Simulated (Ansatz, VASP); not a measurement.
GaP: VASP beside Ansatz

INCAR

```
PREC = Accurate
ENCUT = 520
EDIFF = 1E-7
ISMEAR = 0
SIGMA = 0.01
LREAL = F
LASPH = T
NELM = 60
ALGO = Normal
ISIF = 2
LWAVE = F
LCHARG = F
NBANDS = 16
```

KPOINTS

```
Automatic mesh
0
Gamma
  8 8 8
```

The input POSCAR:

```
GaP
1.0
    2.6154004888      2.6154004888      0.0000000000
   -2.6154004888      2.6154004888      0.0000000000
    0.0000000000      2.6154004888      2.6154004888
Ga P
1 1
Direct
    0.0000000000      0.0000000000      0.0000000000
    0.7500000000      0.2500000000      0.5000000000
```

Input for Ansatz:

```yaml
crystal:
  lattice:
    - [2.61540048875, 2.61540048875, 0.0]
    - [-2.61540048875, 2.61540048875, 0.0]
    - [0.0, 2.61540048875, 2.61540048875]
  atoms:
    - { symbol: Ga, position: [0.0, 0.0, 0.0] }
    - { symbol: P, position: [0.75, 0.25, 0.5] }
kpoints:
  mp_grid: { grid: [8, 8, 8] }
scf:
  occupations: { method: fixed }
  convergence: { dr2_threshold: 1.0e-10 }
hamiltonian:
  xc: lda
  pseudopotentials: { kind: all_electron, lapw: { basis_error: 0.0005 } }
output:
  forces: true
  stress: true
  eigenstates:
    kpoints:
      - [0.0, 0.0, 0.0]
      - [0.428941029, -0.428941029, 0.0]
      - [0.428941029, 0.428941029, 0.428941029]
      - [0.0, 0.0, 0.428941029]
      - [0.5, 0.0, 0.0]
      - [0.0, 0.5, 0.5]
      - [0.0, -0.5, 0.0]
      - [0.5, 0.0, 0.5]
      - [-0.5, -0.5, -0.5]
      - [-0.5, 0.5, 0.0]
      - [0.0, 0.0, -0.5]
  eigenvalues: true
```

Alike in both runs: task single point; functional LDA; k mesh 8 × 8 × 8; no spin polarisation.

|  | VASP | Ansatz |
| --- | --- | --- |
| version | VASP 6.6.1 | Ansatz 0.2.0 |
| potentials or method | VASP PAW LDA potentials, release 64 (Ga_d, P), cutoff 520 eV | all-electron LAPW, scalar-relativistic |
| occupations | gaussian, width 0.01 eV | fixed |

Ansatz gave:

| Property | Result |
| --- | --- |
| gap on the k mesh at the Fermi level (eV) | 1.23 |
| pressure (GPa) | 10.0 |

What did VASP give for the same quantities?

gap on the k mesh at the Fermi level (eV): 1.22; pressure (GPa): 10.1.

LDA's correlation is that of Perdew and Zunger in VASP and of Perdew and Wang (1992) in Ansatz. Ansatz ran all-electron here, and VASP with PAW potentials.
